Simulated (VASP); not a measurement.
# Ca (Fm-3m) in VASP: further runs, part 2 of 2

VASP 6.6.1. Earlier steps stand in the parts before.

## 3. Single point, PBE (volume scaled by 0.91)

Input file INCAR:

```
SYSTEM = Ca
ALGO = Normal
EDIFF = 1E-6
ENCUT = 520
GGA = PE
ISIF = 2
ISMEAR = 0
LASPH = .True.
LCHARG = .True.
LELF = .True.
LREAL = .False.
LVHAR = .True.
LWAVE = .False.
NBANDS = 11
NELM = 80
PREC = Accurate
SIGMA = 0.1
```

Input file KPOINTS:

```
k-points
0
Gamma
  14 14 14
  0 0 0
```

Input file POSCAR:

```
Ca
1.0
    0.0000000000      2.6769059263      2.6769059263
    2.6769059263      0.0000000000      2.6769059263
    2.6769059263      2.6769059263      0.0000000000
Ca
1
Direct
    0.0000000000      0.0000000000      0.0000000000
```

Potentials or basis: VASP PAW PBE potentials, release 64 (Ca_sv).

On the command line:

```console
> cat potpaw_PBE.64/Ca_sv/POTCAR > POTCAR
> mpirun -np 1 vasp_std > vasp.out
```

OUTCAR:

```text
SYSTEM = Ca
   EDIFF = 1E-6
   ENCUT = 520
   GGA = PE
   ISIF = 2
   ISMEAR = 0
   LASPH = .True.
   LREAL = .False.
   NELM = 80
   PREC = Accurate

 ion  position               nearest neighbor table
   1  0.000  0.000  0.000-

  LATTYP: Found a face centered cubic cell.
 ALAT       =     5.3538118526

  Lattice vectors:

 A1 = (   0.0000000000,   2.6769059263,   2.6769059263)
 A2 = (   2.6769059263,   0.0000000000,   2.6769059263)
 A3 = (   2.6769059263,   2.6769059263,   0.0000000000)

Analysis of symmetry for initial positions (statically):
=====================================================================
 Subroutine PRICEL returns:
 Original cell was already a primitive cell.

 Routine SETGRP: Setting up the symmetry group for a
 face centered cubic supercell.

 Subroutine GETGRP returns: Found 48 space group operations
 (whereof 48 operations were pure point group operations)
 out of a pool of 48 trial point group operations.

The static configuration has the point symmetry O_h .

Analysis of symmetry for dynamics (positions and initial velocities):
=====================================================================
 Subroutine PRICEL returns:
 Original cell was already a primitive cell.

 Routine SETGRP: Setting up the symmetry group for a
 face centered cubic supercell.

 Subroutine GETGRP returns: Found 48 space group operations
 (whereof 48 operations were pure point group operations)
 out of a pool of 48 trial point group operations.

The dynamic configuration has the point symmetry O_h .

 Subroutine INISYM returns: Found 48 space group operations
 (whereof 48 operations are pure point group operations),
 and found     1 'primitive' translations

[... 115 lines left out ...]
  Thomas-Fermi vector in A             =   2.180569
   LORBIT       =      0    0 simple, 1 ext, 2 COOP (PROOUT), +10 PAW based schemes
   GGA     = PE    functional components
   LHFCALC =     F    Hartree Fock is set to
   AEXX    =    0.0000 exact exchange contribution
   IVDW    =     0    specifies the selected vdW correction
   LEPSILON=     F    determine dielectric tensor
   LRPA    =     F    only Hartree local field effects (RPA)
 non-spin polarized calculation
 Gauss-broadening in eV      SIGMA  =   0.10
  energy-cutoff  :      520.00
  volume of cell :       38.36
 maximum number of plane-waves:      1056
   NGX = 15   NGY = 15   NGZ = 15

 number of electron      10.0000003 magnetization

 Free energy of the ion-electron system (eV)
  ---------------------------------------------------
  ext. energy  EPLUGINS =         0.00000000
  ---------------------------------------------------
  free energy    TOTEN  =        -1.91091264 eV

  energy without entropy =       -1.90395811  energy(sigma->0) =       -1.90743538

 E-fermi :   2.3497     XC(G=0):  -8.0359

 val. band max:        2.3287514276   @ k =   0.5000   0.0714   0.0000
 cond. band min:       2.3534141025   @ k =  -0.3571   0.3571   0.0000
 fundamental gap:      0.0246626749
 Fermi energy:         2.3497011200

 k-point     1 :       0.0000    0.0000    0.0000
  band No.  band energies     occupation
      1     -39.4454      2.00000
      2     -20.3469      2.00000
      3     -20.3469      2.00000
      4     -20.3469      2.00000
      5      -1.8403      2.00000
      6       4.8171      0.00000
      7       4.8171      0.00000
      8       4.8171      0.00000
      9       6.0132      0.00000
     10       6.0132      0.00000
     11      11.8944      0.00000
[... 309 lines left out ...]
 k-point    24 :       0.2857    0.1429    0.0000
  band No.  band energies     occupation
      1     -39.4328      2.00000
      2     -20.4446      2.00000
      3     -20.3736      2.00000
      4     -20.3715      2.00000
      5      -0.5341      2.00000
      6       3.7632      0.00000
      7       4.7768      0.00000
      8       5.1692      0.00000
      9       5.6512      0.00000
     10       6.3489      0.00000
     11      10.7493      0.00000

 [... further k-points ...]

------------------------ aborting loop because EDIFF is reached ----------------------------------------

  FORCE on cell =-STRESS in cart. coord.  units (eV):
  Direction    XX          YY          ZZ          XY          YZ          ZX
  --------------------------------------------------------------------------------------
  -------------------------------------------------------------------------------------
  Total        0.4585976      0.4585976      0.4585976      0.0000000      0.0000000      0.0000000
  in kB       19.1519533     19.1519533     19.1519533      0.0000000      0.0000000      0.0000000
  external PRESSURE =      19.1519533 kB  Pullay stress =       0.0000000 kB

 VOLUME and BASIS-vectors are now :
 -----------------------------------------------------------------------------
  energy-cutoff  :      520.00
  volume of cell :       38.36
      direct lattice vectors                 reciprocal lattice vectors
     0.000000000  2.676905926  2.676905926    -0.186782806  0.186782806  0.186782806
     2.676905926  0.000000000  2.676905926     0.186782806 -0.186782806  0.186782806
     2.676905926  2.676905926  0.000000000     0.186782806  0.186782806 -0.186782806

 POSITION                                       TOTAL-FORCE (eV/Angst)
 -----------------------------------------------------------------------------------
      0.00000      0.00000      0.00000         0.000000     -0.000000     -0.000000
 -----------------------------------------------------------------------------------
    total drift:                               -0.000000     -0.000000     -0.000000

  FREE ENERGIE OF THE ION-ELECTRON SYSTEM (eV)
  ---------------------------------------------------
  free  energy   TOTEN  =        -1.9109126400 eV

  energy  without entropy=       -1.9039581108  energy(sigma->0) =       -1.90743538
```

OSZICAR:

```text
N       E                     dE             d eps       ncg     rms          rms(c)
DAV:   1     0.693183068890E+02    0.69318E+02   -0.51497E+03  2288   0.838E+02
DAV:   2    -0.400337717055E+00   -0.69719E+02   -0.69095E+02  2498   0.213E+02
DAV:   3    -0.186801656269E+01   -0.14677E+01   -0.14555E+01  3352   0.309E+01
DAV:   4    -0.192609056543E+01   -0.58074E-01   -0.57927E-01  2989   0.503E+00
DAV:   5    -0.192768799287E+01   -0.15974E-02   -0.15973E-02  3212   0.622E-01    0.212E+00
DAV:   6    -0.191547507391E+01    0.12213E-01   -0.11979E-02  2863   0.118E+00    0.129E+00
DAV:   7    -0.191134507462E+01    0.41300E-02   -0.16804E-02  2745   0.150E+00    0.104E-01
DAV:   8    -0.191090209011E+01    0.44298E-03   -0.19949E-03  2751   0.425E-01    0.233E-02
DAV:   9    -0.191091249819E+01   -0.10408E-04   -0.79667E-05  2919   0.790E-02    0.654E-03
DAV:  10    -0.191091264000E+01   -0.14182E-06   -0.54141E-06  3385   0.163E-02
   1 F= -.19109126E+01 E0= -.19074354E+01  d E =-.695453E-02
```

stdout:

```text
POSCAR found type information on POSCAR Ca
 POSCAR found :  1 types and       1 ions
 scaLAPACK will be used
 LDA part: xc-table for (Slater+PW92), standard interpolation
 POSCAR, INCAR and KPOINTS ok, starting setup
 FFT: planning ... GRIDC
 FFT: planning ... GRID_SOFT
 FFT: planning ... GRID
 WAVECAR not read
 entering main loop
```

It took 27 s on 1 thread of Intel Xeon 6975P-C, shared host; peak memory 0.18 GiB.

Results:

```yaml
Free_energy: -1.9109 eV
Pressure: 1.9 GPa
Band_gap_on_the_k_mesh: zero (band 5 reaches 2.45 eV, above the bottom of band 6 at 2.28 eV)
```
